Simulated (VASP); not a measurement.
Here is a VASP 6.6.1 calculation.

INCAR

```
SYSTEM = Se
ALGO     = Normal         ! electronic algorithm
EDIFF    = 1E-7           ! SCF threshold, eV
ENCUT    = 520            ! plane-wave cutoff, eV
GGA      = PS             ! functional
ISIF     = 2              ! what is computed and relaxed
ISMEAR   = -1             ! smearing method
LASPH    = .True.         ! aspherical terms in the spheres
LCHARG   = .False.        ! write CHGCAR
LREAL    = .False.        ! projectors in reciprocal space
LWAVE    = .False.        ! write WAVECAR
NBANDS   = 13             ! bands
NELM     = 80             ! most SCF steps
PREC     = Accurate       ! precision mode
SIGMA    = 0.05           ! smearing width, eV
```

File KPOINTS:

```
k-points
0
Gamma
  4 4 4
  0 0 0
```

The input POSCAR:

```
Se
1.0
   -0.0107420367      3.0839329119      3.1174169185
    3.1533668015      0.0116704841      3.0950043977
    3.1779656662      3.0861192558     -0.0129283806
Se
2
Direct
    0.4913800000      0.5098000000      0.4985300000
    0.7581100000      0.7324300000      0.7726200000
```

Potentials or basis: VASP PAW PBE potentials, release 64 (Se).

Run with:

```bash
$ cat potpaw_PBE.64/Se/POTCAR > POTCAR
$ mpirun -np 1 vasp_std > vasp.out
```

**Question.** Predict the pressure.

**Answer.** 0.0 GPa.

**Question.** Estimate the largest force.

**Answer.** 1.003 eV/Å.

Forces on the atoms (eV/Å):
```
Se  -0.165 -0.975  0.168
Se   0.165  0.975 -0.168
```

Caveat: the k points lie up to 0.44 Å⁻¹ apart; the PAW data sets were made with another functional, which shifts forces and pressure a little.
